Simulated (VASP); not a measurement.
Write the native input for VASP 6.6.1 that does the following.

| Quantity | Value |
| --- | --- |
| Task | single point |
| Functional | BLYP |
| Dispersion | D3(BJ) |
| Potentials or basis | VASP PAW PBE potentials, release 64 (Ge_d) |
| Cutoff | 520 eV |
| k mesh | 11 × 11 × 10 |
| Occupations | fermi-dirac, width 0.05 eV |
| Spin | no spin polarisation |
| Dipole correction | no |
| Further INCAR settings | ALGO = Normal; EDIFF = 1e-06; NBANDS = 13 |

The structure of Ge lies in POSCAR:

```
Ge
1.0
    1.4287431082     -2.4932475869      0.0000000000
    1.4287431082      2.4932475869      0.0000000000
    0.0000000000      0.0000000000      2.7120826274
Ge
1
Direct
    0.5000000000      0.5000000000      0.0000000000
```

This isn't the form of Ge at room conditions, which is diamond.

These files were run (other wordings do the same):

INCAR

```
SYSTEM = Ge
PREC = Accurate ; ENCUT = 520
EDIFF = 1E-6 ; ISMEAR = -1
SIGMA = 0.05 ; LREAL = .False.
LASPH = .True. ; NELM = 80
ALGO = Normal ; ISIF = 2
LWAVE = .False. ; LCHARG = .False.
GGA = B5 ; ALDAX = 1.0
AGGAX = 1.0 ; AGGAC = 1.0
ALDAC = 0.0 ; IVDW = 12
VDW_S6 = 1.0 ; VDW_S8 = 2.6996
VDW_A1 = 0.4298 ; VDW_A2 = 4.2359
NBANDS = 13
```

KPOINTS

```
Automatic mesh
0
Gamma
  11 11 10
  0 0 0
```

Potentials or basis: VASP PAW PBE potentials, release 64 (Ge_d).

Command:

```bash
$ cat potpaw_PBE.64/Ge_d/POTCAR > POTCAR
$ mpirun -np 1 vasp_std > vasp.out
```

It gave:

```json
{"Pressure": "0.1 GPa", "Band gap on the k mesh": "zero (bands 7 and 8 overlap by 8.52 eV)", "Dispersion energy per atom": "-0.795 eV"}
```

Caveat: the PAW data sets were made with another functional, which shifts forces and pressure a little.

Wall time 42 s on 1 thread of Intel Xeon 8259CL (shared host), peak memory 0.18 GiB.
